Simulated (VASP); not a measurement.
Here is a VASP 6.6.1 calculation.

Contents of INCAR:

```
  PREC = Accurate
  ENCUT = 520
  EDIFF = 1E-8
  ISMEAR = 0
  SIGMA = 0.01
  LREAL = False
  LASPH = True
  NELM = 80
  ALGO = Normal
  ISIF = 2
  LWAVE = False
  LCHARG = True
  GGA = PS
  IBRION = 8
  NSW = 1
```

File KPOINTS:

```
regular mesh
0
Gamma
  6 6 6
```

Contents of POSCAR:

```
CuI
1.0
    3.0152293324      3.0152293324      0.0000000000
   -3.0152293324      3.0152293324      0.0000000000
    0.0000000000      3.0152293324      3.0152293324
Cu I
1 1
Direct
    0.7500000000      0.2500000000      0.5000000000
    0.0000000000      0.0000000000      0.0000000000
```

Potentials or basis: VASP PAW PBE potentials, release 64 (Cu, I).

Command:

```sh
$ cat potpaw_PBE.64/Cu/POTCAR potpaw_PBE.64/I/POTCAR > POTCAR
$ mpirun -np 1 vasp_std > vasp.out
```

**Question.** What does it give for the highest phonon frequency at Γ, LO-TO splitting left out?

**Answer.** 128 cm⁻¹.

Phonon frequencies in cm⁻¹ (negative: imaginary):
| q point | frequencies |
| --- | --- |
| (0.000, 0.000, 0.000) | 0 0 0 128 128 128 |

Caveat: the cell stands under pressure or tension, which shifts response properties.
